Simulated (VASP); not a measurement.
# CrBrO (Pmmn) in VASP: notebook

The runs below take CrBrO through single point, relaxation of cell and atoms, with LDA, LDA+U.

All numbers are computed with VASP 6.6.1; they aren't measurements. Logs are shortened: lines on timing, memory, paths and dates and some standing lists are left out, and cuts for length are marked.

**1. The cell of the first run**

It takes space group Pmmn (No. 59, orthorhombic). Conventional cell: a = 3.190 Å, b = 3.743 Å, c = 7.601 Å, α = 90.00°, β = 90.00°, γ = 90.00°. Within 2.5 Å of Cr (site symmetry mm2) lie 4 O at 1.87 to 1.99 Å and 2 Br at 2.42 Å. Within 2.5 Å of O (site symmetry mm2) lie 4 Cr at 1.87 to 1.99 Å. Within 3.2 Å of Br (site symmetry mm2) lie 2 Cr at 2.42 Å and 5 O at 3.02 to 3.09 Å and 2 Br at 3.19 Å.

**2. Single point, LDA**

INCAR

```
SYSTEM = CrBrO
PREC = Accurate
ENCUT = 520
EDIFF = 1E-7
ISMEAR = -1
SIGMA = 0.1
LREAL = .FALSE.
LASPH = .TRUE.
NELM = 60
ALGO = Normal
ISIF = 2
LWAVE = .FALSE.
LCHARG = .TRUE.
GGA = CA
LELF = .TRUE.
LVHAR = .TRUE.
NBANDS = 34
```

KPOINTS

```
Automatic mesh
0
G
  5 6 2
  0 0 0
```

POSCAR

```
CrBrO
1.0
    3.7431403506      0.0000000000      0.0000000000
    0.0000000000      3.1901258057      0.0000000000
    0.0000000000      0.0000000000      7.6013189584
Cr O Br
2 2 2
Direct
    0.2500000000      0.2500000000      0.0814896568
    0.7500000000      0.7500000000      0.9185103432
    0.2500000000      0.7500000000      0.9238814782
    0.7500000000      0.2500000000      0.0761185218
    0.2500000000      0.7500000000      0.3217714991
    0.7500000000      0.2500000000      0.6782285009
```

Potentials or basis: VASP PAW LDA potentials, release 64 (Cr_pv, O, Br).

Launch:

```bash
> cat potpaw_LDA.64/Cr_pv/POTCAR potpaw_LDA.64/O/POTCAR potpaw_LDA.64/Br/POTCAR > POTCAR
> mpirun -np 1 vasp_std > vasp.out
```

OUTCAR:

```text
SYSTEM = CrBrO
   PREC = Accurate
   ENCUT = 520
   EDIFF = 1E-7
   ISMEAR = -1
   LREAL = .FALSE.
   LASPH = .TRUE.
   NELM = 60
   ISIF = 2
   GGA = CA

 ion  position               nearest neighbor table
   1  0.250  0.250  0.081-   4 1.87   4 1.87   3 1.99   3 1.99   5 2.42   5 2.42   2 2.75   2 2.75
                             2 2.75   2 2.75
   2  0.750  0.750  0.919-   3 1.87   3 1.87   4 1.99   4 1.99   6 2.42   6 2.42   1 2.75   1 2.75
                             1 2.75   1 2.75
   3  0.250  0.750  0.924-   2 1.87   2 1.87   1 1.99   1 1.99
   4  0.750  0.250  0.076-   1 1.87   1 1.87   2 1.99   2 1.99
   5  0.250  0.750  0.322-   1 2.42   1 2.42
   6  0.750  0.250  0.678-   2 2.42   2 2.42

  LATTYP: Found a simple orthorhombic cell.
 ALAT       =     3.1901258057
 B/A-ratio  =     1.1733519549
 C/A-ratio  =     2.3827646373

  Lattice vectors:

 A1 = (   0.0000000000,  -3.1901258057,   0.0000000000)
 A2 = (   3.7431403506,   0.0000000000,   0.0000000000)
 A3 = (   0.0000000000,   0.0000000000,   7.6013189584)

Analysis of symmetry for initial positions (statically):
=====================================================================
 Subroutine PRICEL returns:
 Original cell was already a primitive cell.

 Routine SETGRP: Setting up the symmetry group for a
 simple orthorhombic supercell.

 Subroutine GETGRP returns: Found  8 space group operations
 (whereof  2 operations were pure point group operations)
 out of a pool of  8 trial point group operations.

The static configuration has the point symmetry S_2 .
 The point group associated with its full space group is D_2h.

Analysis of symmetry for dynamics (positions and initial velocities):
=====================================================================
 Subroutine PRICEL returns:
 Original cell was already a primitive cell.

 Routine SETGRP: Setting up the symmetry group for a
 simple orthorhombic supercell.

 Subroutine GETGRP returns: Found  8 space group operations
 (whereof  2 operations were pure point group operations)
 out of a pool of  8 trial point group operations.

The dynamic configuration has the point symmetry S_2 .
 The point group associated with its full space group is D_2h.

 Subroutine INISYM returns: Found  8 space group operations
 (whereof  2 operations are pure point group operations),
 and found     1 'primitive' translations

----------------------------------------------------------------------------------------

                                     Primitive cell

  volume of cell :      90.7680

  direct lattice vectors                    reciprocal lattice vectors
     3.743140351  0.000000000  0.000000000     0.267155358  0.000000000  0.000000000
     0.000000000  3.190125806  0.000000000     0.000000000  0.313467261  0.000000000
     0.000000000  0.000000000  7.601318958     0.000000000  0.000000000  0.131556116

  length of vectors
     3.743140351  3.190125806  7.601318958     0.267155358  0.313467261  0.131556116

  position of ions in fractional coordinates (direct lattice)
     0.250000000  0.250000000  0.081489657
     0.750000000  0.750000000  0.918510343
     0.250000000  0.750000000  0.923881478
     0.750000000  0.250000000  0.076118522
     0.250000000  0.750000000  0.321771499
     0.750000000  0.250000000  0.678228501

  ion indices of the primitive-cell ions
   primitive index   ion index
                 1           1
                 2           2
                 3           3
                 4           4
                 5           5
                 6           6

----------------------------------------------------------------------------------------

 KPOINTS: Automatic mesh

Automatic generation of k-mesh.
 Grid dimensions read from file:
 generate k-points for:    5    6    2

 Generating k-lattice:

  Cartesian coordinates                     Fractional coordinates (reciprocal lattice)
     0.053431072  0.000000000  0.000000000     0.200000000  0.000000000  0.000000000
     0.000000000  0.052244544  0.000000000     0.000000000  0.166666667  0.000000000
     0.000000000  0.000000000  0.065778058     0.000000000  0.000000000  0.500000000

  Length of vectors
     0.053431072  0.052244544  0.065778058

  Shift w.r.t. Gamma in fractional coordinates (k-lattice)
     0.000000000  0.000000000  0.000000000

 Subroutine IBZKPT returns following result:
 ===========================================

 Found     24 irreducible k-points:

 Following reciprocal coordinates:
            Coordinates               Weight
  0.000000  0.000000  0.000000      1.000000
  0.200000  0.000000  0.000000      2.000000
  0.400000  0.000000  0.000000      2.000000
  0.000000  0.166667  0.000000      2.000000
  0.200000  0.166667  0.000000      4.000000
  0.400000  0.166667  0.000000      4.000000
[... 16 lines left out ...]
  0.200000  0.500000  0.500000      2.000000
  0.400000  0.500000  0.500000      2.000000
   k-points           NKPTS =     24   k-points in BZ     NKDIM =     24   number of bands    NBANDS=     34
   number of dos      NEDOS =    301   number of ions     NIONS =      6
   total plane-waves  NPLWV =  40320
   dimension x,y,z NGX =    28 NGY =   24 NGZ =   60
   dimension x,y,z NGXF=    56 NGYF=   48 NGZF=  120
   ions per type =               2   2   2
   NGX,Y,Z   is equivalent  to a cutoff of  12.44, 12.51, 13.12 a.u.
   NGXF,Y,Z  is equivalent  to a cutoff of  24.87, 25.01, 26.24 a.u.
 SYSTEM =  CrBrO
   PREC   = accura    normal or accurate (medium, high low for compatibility)
   ISTART =      0    job   : 0-new  1-cont  2-samecut
   ICHARG =      2    charge: 1-file 2-atom 10-const
   ISPIN  =      1    spin polarized calculation?
   LNONCOLLINEAR =      F non collinear calculations
   LSORBIT =      F    spin-orbit coupling
   LASPH  =      T    aspherical Exc in radial PAW
   ENCUT  =  520.0 eV  38.22 Ry    6.18 a.u.   6.96  5.93 14.13*2*pi/ulx,y,z
   NELM   =     60;   NELMIN=  2; NELMDL= -5     # of ELM steps
   EDIFF  = 0.1E-06   stopping-criterion for ELM
   LREAL  =      F    real-space projection
   EDIFFG = 0.1E-05   stopping-criterion for IOM
   NSW    =      0    number of steps for IOM
   IBRION =     -1    ionic relax: 0-MD 1-quasi-New 2-CG
   NFREE  =      0    steps in history (QN), initial steepest desc. (CG)
   ISIF   =      2    stress and relaxation
   ISYM   =      2    0-nonsym 1-usesym 2-fastsym
   POTIM  = 0.5000    time-step for ionic-motion
   TEBEG  =    0.0;   TEEND  =   0.0 temperature during run
   PSTRESS=    0.0 pullay stress
   NELECT =      50.0000    total number of electrons
   NUPDOWN=      -1.0000    fix difference up-down
   EMIN   =  10.00;   EMAX   =-10.00  energy-range for DOS
   EFERMI =   0.00;   METHOD = LEGACY
   ISMEAR =    -1;   SIGMA  =   0.10  broadening in eV -4-tet -1-fermi 0-gaus
   EFERMI_NEDOS =   21; number of points for ismear=-14 and -15
   IALGO  =     38    algorithm
   IMIX   =      4    mixing-type and parameters
     AMIX     =   0.40;   BMIX     =  1.00
     AMIX_MAG =   1.60;   BMIX_MAG =  1.00
  volume/ion in A,a.u.               =      15.13       102.09
  Fermi-wavevector in a.u.,A,eV,Ry     =   1.342004  2.536020 24.503756  1.800975
  Thomas-Fermi vector in A             =   2.470193
   LORBIT       =      0    0 simple, 1 ext, 2 COOP (PROOUT), +10 PAW based schemes
   GGA     = CA    functional components
   LHFCALC =     F    Hartree Fock is set to
   AEXX    =    0.0000 exact exchange contribution
   IVDW    =     0    specifies the selected vdW correction
   LEPSILON=     F    determine dielectric tensor
   LRPA    =     F    only Hartree local field effects (RPA)
 non-spin polarized calculation
  energy-cutoff  :      520.00
  volume of cell :       90.77
 maximum number of plane-waves:      2462
 NGX is ok and might be reduce to    28
   NGX = 13   NGY = 11   NGZ = 29

 number of electron      49.9999995 magnetization

 Free energy of the ion-electron system (eV)
  ---------------------------------------------------
  ext. energy  EPLUGINS =         0.00000000
  ---------------------------------------------------
  free energy    TOTEN  =       -43.39667596 eV

  energy without entropy =      -43.10425253  energy(sigma->0) =      -43.25046425

 E-fermi :   5.4314     XC(G=0): -10.9927

 val. band max:        5.4069600192   @ k =   0.2000   0.3333   0.0000
 cond. band min:       5.4317255077   @ k =   0.4000   0.1667   0.5000
 fundamental gap:      0.0247654885
 Fermi energy:         5.4314108592

 k-point     1 :       0.0000    0.0000    0.0000
  band No.  band energies     occupation
      1     -38.5679      2.00000
      2     -38.3548      2.00000
      3     -38.1488      2.00000
      4     -38.0069      2.00000
      5     -37.9743      2.00000
      6     -37.9049      2.00000
[... 26 lines left out ...]
     33      10.0883      0.00000
     34      10.1895      0.00000

 k-point     2 :       0.2000    0.0000    0.0000
  band No.  band energies     occupation
      1     -38.5623      2.00000
      2     -38.3937      2.00000
      3     -38.1349      2.00000
      4     -38.0201      2.00000
      5     -37.9576      2.00000
      6     -37.9049      2.00000
[... 26 lines left out ...]
     33      10.0981      0.00000
     34      11.2744      0.00000

 k-point     3 :       0.4000    0.0000    0.0000
  band No.  band energies     occupation
      1     -38.5344      2.00000
      2     -38.4719      2.00000
      3     -38.0989      2.00000
      4     -38.0550      2.00000
      5     -37.9287      2.00000
      6     -37.9102      2.00000
[... 26 lines left out ...]
     33      10.1043      0.00000
     34      10.1045      0.00000

 k-point     4 :       0.0000    0.1667    0.0000
  band No.  band energies     occupation
      1     -38.5525      2.00000
      2     -38.3679      2.00000
      3     -38.1625      2.00000
      4     -38.0551      2.00000
      5     -37.9464      2.00000
      6     -37.9015      2.00000
[... 26 lines left out ...]
     33      10.0941      0.00000
     34      10.7975      0.00000

 k-point     5 :       0.2000    0.1667    0.0000
  band No.  band energies     occupation
      1     -38.5517      2.00000
      2     -38.4070      2.00000
      3     -38.1460      2.00000
      4     -38.0495      2.00000
      5     -37.9445      2.00000
      6     -37.9028      2.00000
[... 621 lines left out ...]
 k-point    22 :       0.0000    0.5000    0.5000
  band No.  band energies     occupation
      1     -38.4567      2.00000
      2     -38.4567      2.00000
      3     -38.1757      2.00000
      4     -38.1757      2.00000
      5     -37.9029      2.00000
      6     -37.9029      2.00000
[... 26 lines left out ...]
     33      10.0961      0.00000
     34      10.0961      0.00000

 k-point    23 :       0.2000    0.5000    0.5000
  band No.  band energies     occupation
      1     -38.4854      2.00000
      2     -38.4854      2.00000
      3     -38.1478      2.00000
      4     -38.1478      2.00000
      5     -37.9094      2.00000
      6     -37.9094      2.00000
[... 26 lines left out ...]
     33      10.0993      0.00000
     34      10.0993      0.00000

 k-point    24 :       0.4000    0.5000    0.5000
  band No.  band energies     occupation
      1     -38.5251      2.00000
      2     -38.5251      2.00000
      3     -38.1067      2.00000
      4     -38.1067      2.00000
      5     -37.9228      2.00000
      6     -37.9228      2.00000
[... 26 lines left out ...]
     33      10.1065      0.00000
     34      10.1073      0.00000

------------------------ aborting loop because EDIFF is reached ----------------------------------------

  FORCE on cell =-STRESS in cart. coord.  units (eV):
  Direction    XX          YY          ZZ          XY          YZ          ZX
  --------------------------------------------------------------------------------------
  -------------------------------------------------------------------------------------
  Total        0.4524820      0.2810067      0.1149620      0.0000000      0.0000000      0.0000000
  in kB        7.9869133      4.9601452      2.0292330      0.0000000      0.0000000      0.0000000
  external PRESSURE =       4.9920972 kB  Pullay stress =       0.0000000 kB

 VOLUME and BASIS-vectors are now :
 -----------------------------------------------------------------------------
  energy-cutoff  :      520.00
  volume of cell :       90.77
      direct lattice vectors                 reciprocal lattice vectors
     3.743140351  0.000000000  0.000000000     0.267155358  0.000000000  0.000000000
     0.000000000  3.190125806  0.000000000     0.000000000  0.313467261  0.000000000
     0.000000000  0.000000000  7.601318958     0.000000000  0.000000000  0.131556116

 POSITION                                       TOTAL-FORCE (eV/Angst)
 -----------------------------------------------------------------------------------
      0.93579      0.79753      0.61943         0.000000      0.000000      0.069475
      2.80736      2.39259      6.98189         0.000000      0.000000     -0.069475
      0.93579      2.39259      7.02272        -0.000000      0.000000     -0.031050
      2.80736      0.79753      0.57860         0.000000     -0.000000      0.031050
      0.93579      2.39259      2.44589         0.000000      0.000000      0.017928
      2.80736      0.79753      5.15543         0.000000      0.000000     -0.017928
 -----------------------------------------------------------------------------------
    total drift:                                0.000000      0.000000     -0.000000

  FREE ENERGIE OF THE ION-ELECTRON SYSTEM (eV)
  ---------------------------------------------------
  free  energy   TOTEN  =       -43.3966759585 eV

  energy  without entropy=      -43.1042525325  energy(sigma->0) =      -43.25046425
```

It took 80 s on 1 thread of AMD EPYC 7R13 (Zen 3), shared host; peak memory 0.17 GiB.

What came out:

```
Free energy            : -43.3967 eV
Pressure               : 0.5 GPa
Largest force          : 0.069 eV/Å
Band gap on the k mesh : zero (bands 25 and 26 overlap by 0.25 eV)
```

Forces in eV/Å, atoms in the order of the input:
```
Cr   0.000  0.000  0.069
Cr   0.000  0.000 -0.069
O    0.000  0.000 -0.031
O    0.000  0.000  0.031
Br   0.000  0.000  0.018
Br   0.000  0.000 -0.018
```

Levels at points of the mesh, in eV from the Fermi level:
| k point | band 22 | band 23 | band 24 | band 25 | band 26 | band 27 | band 28 | band 29 |
| --- | --- | --- | --- | --- | --- | --- | --- | --- |
| (0.00, 0.00, 0.00) | -2.01 | -1.60 | -0.96 | -0.45 | -0.09 | 0.06 | 0.13 | 0.71 |
| (0.00, 0.50, 0.00) | -2.54 | -1.30 | -1.30 | -0.07 | -0.07 | 0.32 | 0.32 | 0.85 |
| (0.00, 0.00, 0.50) | -2.01 | -1.84 | -0.94 | -0.24 | -0.09 | -0.08 | 0.06 | 0.94 |
| (0.00, 0.50, 0.50) | -2.56 | -1.26 | -1.26 | -0.15 | -0.15 | 0.30 | 0.30 | 1.03 |

Caveat: the k points lie up to 0.41 Å⁻¹ apart; the run has no spin polarisation, though such a crystal can be magnetic; semilocal functionals often make such compounds metallic where correlation or magnetic order opens a gap, which also shifts bond lengths. Spin polarisation is off, so any magnetic state and its effect on volume and gap are missing.

**3. Single point, LDA+U**

This run uses another cell than the first one, of 15.95 Å³/atom.

INCAR

```
SYSTEM = CrBrO
  PREC = Accurate
  ENCUT = 520
  EDIFF = 1E-6
  ISMEAR = -1
  SIGMA = 0.1
  LREAL = .False.
  LASPH = .True.
  NELM = 150
  ALGO = Normal
  ISIF = 2
  LWAVE = .False.
  LCHARG = .True.
  LMAXMIX = 4
  LDAU = .True.
  LDAUTYPE = 2
  LDAUL = 2 -1 -1
  LDAUU = 4 0 0
  LDAUJ = 0 0 0
  LDAUPRINT = 1
  LELF = .True.
  LVHAR = .True.
  NBANDS = 34
```

KPOINTS

```
regular mesh
0
Gamma
  5 6 2
  0 0 0
```

POSCAR

```
CrBrO
1.0
    3.5886703226      0.0000000000      0.0000000000
    0.0000000000      3.4464259578      0.0000000000
    0.0000000000      0.0000000000      7.7385702670
Cr O Br
2 2 2
Direct
    0.2500000000      0.2500000000      0.1057736462
    0.7500000000      0.7500000000      0.8942263538
    0.2500000000      0.7500000000      0.9353513373
    0.7500000000      0.2500000000      0.0646486627
    0.2500000000      0.7500000000      0.3211958854
    0.7500000000      0.2500000000      0.6788041146
```

Potentials or basis: VASP PAW LDA potentials, release 64 (Cr_pv, O, Br).

Launch:

```bash
> cat potpaw_LDA.64/Cr_pv/POTCAR potpaw_LDA.64/O/POTCAR potpaw_LDA.64/Br/POTCAR > POTCAR
> mpirun -np 1 vasp_std > vasp.out
```

OUTCAR:

```text
SYSTEM = CrBrO
   PREC = Accurate
   ENCUT = 520
   EDIFF = 1E-6
   ISMEAR = -1
   LREAL = .False.
   LASPH = .True.
   NELM = 150
   ISIF = 2

 ion  position               nearest neighbor table
   1  0.250  0.250  0.106-   4 1.82   4 1.82   3 2.17   3 2.17   5 2.40   5 2.40   2 2.98   2 2.98
                             2 2.98   2 2.98
   2  0.750  0.750  0.894-   3 1.82   3 1.82   4 2.17   4 2.17   6 2.40   6 2.40   1 2.98   1 2.98
                             1 2.98   1 2.98
   3  0.250  0.750  0.935-   2 1.82   2 1.82   1 2.17   1 2.17
[... 1168 lines left out ...]
  -------------------------------------------------------------------------------------
  Total        3.3063937      0.4335241      0.5464783      0.0000000      0.0000000      0.0000000
  in kB       55.3479961      7.2570582      9.1478757      0.0000000      0.0000000      0.0000000
  external PRESSURE =      23.9176433 kB  Pullay stress =       0.0000000 kB

 VOLUME and BASIS-vectors are now :
 -----------------------------------------------------------------------------
  energy-cutoff  :      520.00
  volume of cell :       95.71
      direct lattice vectors                 reciprocal lattice vectors
     3.588670323  0.000000000  0.000000000     0.278654741  0.000000000  0.000000000
     0.000000000  3.446425958  0.000000000     0.000000000  0.290155660  0.000000000
     0.000000000  0.000000000  7.738570267     0.000000000  0.000000000  0.129222836

 POSITION                                       TOTAL-FORCE (eV/Angst)
 -----------------------------------------------------------------------------------
      0.89717      0.86161      0.81854        -0.000000      0.000000     -0.225458
      2.69150      2.58482      6.92003        -0.000000      0.000000      0.225458
      0.89717      2.58482      7.23828         0.000000     -0.000000      0.017745
      2.69150      0.86161      0.50029        -0.000000      0.000000     -0.017745
      0.89717      2.58482      2.48560        -0.000000      0.000000      0.201598
      2.69150      0.86161      5.25297        -0.000000      0.000000     -0.201598
 -----------------------------------------------------------------------------------
    total drift:                                0.000000      0.000000     -0.000000

  FREE ENERGIE OF THE ION-ELECTRON SYSTEM (eV)
  ---------------------------------------------------
  free  energy   TOTEN  =       -34.9666061727 eV

  energy  without entropy=      -34.8763428187  energy(sigma->0) =      -34.92147450
```

stdout:

```text
POSCAR found type information on POSCAR CrO Br
 POSCAR found :  3 types and       6 ions
 scaLAPACK will be used
 LDA part: xc-table for (Slater(with rela. corr.)+CA(PZ))
 , standard interpolation
 POSCAR, INCAR and KPOINTS ok, starting setup
 FFT: planning ... GRIDC
 FFT: planning ... GRID_SOFT
 FFT: planning ... GRID
 WAVECAR not read
 entering main loop
```

It took 90 s on 1 thread of AMD EPYC 7R13 (Zen 3), shared host; peak memory 0.18 GiB.

Results:

| Quantity | Value |
| --- | --- |
| Free energy | -34.9666 eV |
| Pressure | 2.4 GPa |
| Largest force | 0.225 eV/Å |
| Band gap on the k mesh | zero (bands 25 and 26 overlap by 1.07 eV) |

Forces on the atoms (eV/Å):
```
Cr   0.000  0.000 -0.225
Cr   0.000  0.000  0.225
O    0.000  0.000  0.018
O    0.000  0.000 -0.018
Br   0.000  0.000  0.202
Br   0.000  0.000 -0.202
```

Stress tensor (GPa, compression positive):
```
5.53 0.00 0.00
0.00 0.73 0.00
0.00 0.00 0.91
```

Eigenvalues of the final occupation matrices:
```csv
site,spin,trace,eigenvalues
site 1 d,1,2.11,0.15 0.21 0.32 0.53 0.90
site 1 d,2,2.11,0.15 0.21 0.32 0.53 0.90
site 2 d,1,2.11,0.15 0.21 0.32 0.53 0.90
site 2 d,2,2.11,0.15 0.21 0.32 0.53 0.90
```

Caveat: the k points lie up to 0.41 Å⁻¹ apart, too coarse for converged energies and pressures of a metal; the run has no spin polarisation, though such a crystal can be magnetic; U without spin polarisation on a metal has little footing.

(Part 1 of 2 ends here.)

The gap in the log of VASP goes by the Fermi energy; the results here count the filled bands.